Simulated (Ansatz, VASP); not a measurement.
SnSe: VASP beside Ansatz

```xyz
2
Lattice="0.0000 3.1870 3.1870 3.1870 0.0000 3.1870 3.1870 3.1870 0.0000" Properties=species:S:1:pos:R:3 pbc="T T T"
Sn    0.0000    0.0000    0.0000
Se    1.5935    1.5935    1.5935
```

Change from the starting cell: volume scaled by 0.88, PAW files.

Alike in both runs: task single point; functional PBEsol; k mesh 12 × 12 × 12; occupations fermi-dirac, width 0.08 eV; no spin polarisation.

```csv
,VASP,Ansatz
version,VASP 6.6.1,Ansatz 0.2.0
potentials or method,"VASP PAW PBE potentials, release 64 (Sn_d, Se)","PAW with Ansatz's default frozen-core files, scalar-relativistic"
plane-wave cutoff (eV),520,420
valence electrons in the cell,20,30
```

```csv
,VASP,Ansatz,Ansatz less VASP
pressure (GPa),5.1,5.1,-0.03
```

VASP's potentials were made for PBE, not for PBEsol. VASP's potentials hold 20 valence electrons a cell and Ansatz's 30, so a difference there can come from the potentials and not from the codes.
